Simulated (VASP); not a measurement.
Write the native input for VASP 6.6.1 that does the following.

```yaml
Task: single point
Functional: PBE
Potentials_or_basis: VASP PAW PBE potentials, release 64 (K_sv, Br)
Cutoff: 520 eV
k_mesh: 6 × 6 × 6
Occupations: gaussian, width 0.02 eV
Spin: no spin polarisation
Dipole_correction: no
Further_INCAR_settings: ALGO = Normal; EDIFF = 1e-06; NBANDS = 15
```

The structure of KBr lies in POSCAR:

```
KBr
1.0
    4.0269206541      0.0000000000      0.0000000000
    0.0000000000      4.1482256241      0.0000000000
    0.0000000000      0.0000000000      4.0269206541
K Br
1 1
Direct
    0.0000000000      0.0000000000      0.0000000000
    0.5000000000      0.5000000000      0.5000000000
```

This cell differs from its parent crystal: strained.

One way to write it, as run:

INCAR

```
PREC = Accurate
ENCUT = 520
EDIFF = 1E-6
ISMEAR = 0
SIGMA = 0.02
LREAL = F
LASPH = T
NELM = 80
ALGO = Normal
ISIF = 2
LWAVE = F
LCHARG = F
GGA = PE
NBANDS = 15
```

KPOINTS

```
Automatic mesh
0
Gamma
  6 6 6
```

Potentials or basis: VASP PAW PBE potentials, release 64 (K_sv, Br).

Run with:

```sh
$ cat potpaw_PBE.64/K_sv/POTCAR potpaw_PBE.64/Br/POTCAR > POTCAR
$ mpirun -np 1 vasp_std > vasp.out
```

Results of the run:

```json
{
 "Pressure": "-0.3 GPa",
 "Band gap on the k mesh": "3.75 eV, indirect (least direct gap 4.00 eV)"
}
```

Caveat: the cell differs from its parent crystal (strained).

Wall time 22 s on 1 thread of Intel(R) Xeon(R) Platinum 8259CL CPU @ 2.50GHz (Skylake/Cascade Lake), with other jobs on the host, peak memory 0.19 GiB.
